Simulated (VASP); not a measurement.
Input of a VASP 6.6.1 run:

Contents of INCAR:

```
SYSTEM = TiAl
ALGO = Normal ; EDIFF = 1E-7
EDIFFG = -0.01 ; ENCUT = 600
GGA = PS ; IBRION = 2
ISIF = 3 ; ISMEAR = -1
LASPH = .True. ; LCHARG = .False.
LREAL = .False. ; LWAVE = .False.
NELM = 100 ; NSW = 60
PREC = Accurate ; PSTRESS = 20.0
SIGMA = 0.05
```

The input KPOINTS:

```
k-points
0
Gamma
  11 11 6
  0 0 0
```

The input POSCAR:

```
TiAl
1.0
    2.8672622327      0.0000000000      0.0000000000
   -1.4336311163      2.4831219328      0.0000000000
    0.0000000000      0.0000000000      4.6780830000
Ti Al
1 1
Direct
    0.0000000000      0.0000000000      0.0000000000
    0.3333333333      0.6666666667      0.5000000000
```

Potentials or basis: VASP PAW PBE potentials, release 64 (Ti_sv, Al).

Launch:

```sh
$ cat potpaw_PBE.64/Ti_sv/POTCAR potpaw_PBE.64/Al/POTCAR > POTCAR
$ mpirun -np 1 vasp_std > vasp.out
```

Q: Predict the relaxed cell.

A: a = 2.830 Å, b = 2.830 Å, c = 4.596 Å, α = 90.00°, β = 90.00°, γ = 120.00°.

Q: Estimate the space group after relaxing (to 0.05 Å).

A: P-6m2 (No. 187).

Q: Predict the relaxed volume.

A: 15.94 Å³/atom.

Final structure:
```yaml
crystal:
  lattice:
    - [2.83036, 0.00000, 0.00000]
    - [-1.41518, 2.45116, 0.00000]
    - [0.00000, 0.00000, 4.59605]
  atoms:
    - { symbol: Ti, position: [0.00000, 0.00000, 0.00000] }
    - { symbol: Al, position: [0.33333, 0.66667, 0.50000] }
```

Caveat: the cell is relaxed towards a set pressure, so the enthalpy falls and the energy may rise; the PAW data sets were made with another functional, which shifts forces and pressure a little.
